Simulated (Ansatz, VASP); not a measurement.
## SnO2 in VASP and in Ansatz

```
CELL_PARAMETERS angstrom
3.18382 0.00000 0.00000
-1.59191 2.75727 0.00000
0.00000 0.00000 10.51139
ATOMIC_POSITIONS crystal
Sn 0.00000 0.00000 0.50000
Sn 0.00000 0.00000 0.00000
O 0.66667 0.33333 0.37760
O 0.66667 0.33333 0.12240
O 0.33333 0.66667 0.62240
O 0.33333 0.66667 0.87760
```

Alike in both runs: task single point; functional PBE; dispersion D3(BJ); k mesh 12 × 12 × 4; occupations gaussian, width 0.05 eV; no spin polarisation.

```csv
,VASP,Ansatz
version,VASP 6.6.1,Ansatz 0.2.0
potentials or method,"VASP PAW PBE potentials, release 64 (Sn_d, O), cutoff 520 eV","scalar-relativistic, plane waves, PAW"
valence electrons in the cell,52,52
```

Ansatz gave:

* gap on the k mesh at the Fermi level (eV): 1.44
* least direct gap on the mesh (eV): 1.59
* pressure (GPa): -13.5
* traceless stress, the component that is largest in VASP (GPa): -11.15
* rms of the force components (eV/Å): 1.464

Task: What did VASP give for the same quantities?

Result: gap on the k mesh at the Fermi level (eV): 1.41; least direct gap on the mesh (eV): 1.56; pressure (GPa): -13.1; traceless stress, the component that is largest in VASP (GPa): -11.22; rms of the force components (eV/Å): 1.437.

Atom by atom the forces differ by 0.027 eV/Å (rms over components).
